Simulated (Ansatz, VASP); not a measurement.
**Ca5Ta: VASP beside Ansatz**

The input INCAR:

```
ALGO = Normal ; DIPOL = 0.5 0.5 0.500
EDIFF = 1E-7 ; ENCUT = 520
GGA = PE ; IDIPOL = 3
ISIF = 2 ; ISMEAR = 0
LASPH = T ; LCHARG = T
LDIPOL = T ; LELF = T
LREAL = F ; LVACPOTAV = T
LVHAR = T ; LWAVE = F
NBANDS = 40 ; NELM = 100
PREC = Accurate ; SIGMA = 0.1
```

Contents of KPOINTS:

```
k-points
0
Gamma
  4 4 1
```

POSCAR

```
Ca5Ta
1.0
    5.2420680000      0.0000000000      0.0000000000
    0.0000000000      5.2420680000      0.0000000000
    0.0000000000      0.0000000000     17.0000000000
Ca Ta
5 1
Direct
    0.0000000000      0.5000000000      0.5789441100
    0.5000000000      0.0000000000      0.5789441100
    0.0000000000      0.5000000000      0.4210558900
    0.5000000000      0.0000000000      0.4210558900
    0.0000000000      0.0000000000      0.5000000000
    0.5000000000      0.5000000000      0.5000000000
```

Input for Ansatz:

```yaml
crystal:
  lattice:
    - [5.242068, 0.0, 0.0]
    - [0.0, 5.242068, 0.0]
    - [0.0, 0.0, 17.0]
  atoms:
    - { symbol: Ca, position: [0.0, 0.5, 0.57894411] }
    - { symbol: Ca, position: [0.5, 0.0, 0.57894411] }
    - { symbol: Ca, position: [0.0, 0.5, 0.42105589] }
    - { symbol: Ca, position: [0.5, 0.0, 0.42105589] }
    - { symbol: Ca, position: [0.0, 0.0, 0.5] }
    - { symbol: Ta, position: [0.5, 0.5, 0.5] }
  periodic: [true, true, false]
basis:
  ecutwfc: 420
kpoints:
  mp_grid: { grid: [4, 4, 1] }
hamiltonian:
  xc: pbe
scf:
  occupations: { method: gaussian, width: 0.1 }
  lower_state_search: "off"
output:
  forces: true
  stress: true
  eigenvalues: true
```

Alike in both runs: task single point; functional PBE; k mesh 4 × 4 × 1; occupations gaussian, width 0.1 eV; no spin polarisation.

|  | VASP | Ansatz |
| --- | --- | --- |
| version | VASP 6.6.1 | Ansatz 0.2.0 |
| potentials or method | VASP PAW PBE potentials, release 64 (Ca_sv, Ta_pv), cutoff 520 eV | scalar-relativistic, plane waves, PAW |
| valence electrons in the cell | 61 | 63 |

Ansatz gave:

| Quantity | Value |
| --- | --- |
| gap on the k mesh at the Fermi level (eV) | none |
| rms of the force components (eV/Å) | 1.745 |

Q: Estimate VASP's values.

A: gap on the k mesh at the Fermi level (eV): none; rms of the force components (eV/Å): 1.762.

Atom by atom the forces differ by 0.017 eV/Å (rms over components). A gap of «none» marks a metal or a gap that the smearing closes. With one functional, cell and mesh, what is left measures potentials, basis and numerics. VASP's potentials hold 61 valence electrons a cell and Ansatz's 63, so a difference there can come from the potentials and not from the codes. Ansatz's warnings: slab cell height set.

Spin-orbit coupling is off throughout.
